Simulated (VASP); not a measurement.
GaN, 2 atoms in the cell. Symmetry: Fm-3m, No. 225, cubic system. Conventional cell: a = 4.291 Å, b = 4.291 Å, c = 4.291 Å, α = 90.00°, β = 90.00°, γ = 90.00°. Ga (site symmetry m-3m) has 6 N at 2.15 Å within 2.8 Å. Within 2.8 Å of N (site symmetry m-3m) lie 6 Ga at 2.15 Å. 

* Program: VASP 6.6.1
* Task: single point
* Functional: revPBE
* Potentials or basis: VASP PAW PBE potentials, release 64 (Ga_d, N)
* Cutoff: 520 eV
* k mesh: 11 × 11 × 11
* Occupations: fermi-dirac, width 0.05 eV
* Spin: no spin polarisation
* Dipole correction: no
* Further INCAR settings: ALGO = Normal; EDIFF = 1e-07; NBANDS = 16

Potentials or basis: VASP PAW PBE potentials, release 64 (Ga_d, N).

Run with:

```console
$ cat potpaw_PBE.64/Ga_d/POTCAR potpaw_PBE.64/N/POTCAR > POTCAR
$ mpirun -np 1 vasp_std > vasp.out
```

Hardware: 1 thread of Intel(R) Xeon(R) Platinum 8488C (Sapphire Rapids), on a shared host.

Task: How long does it take, and how much memory?

Result: Run time: 10 s on 1 thread of Intel(R) Xeon(R) Platinum 8488C (Sapphire Rapids), on a shared host, peak memory 0.14 GiB. Counts: scf iterations 14, k points 56.
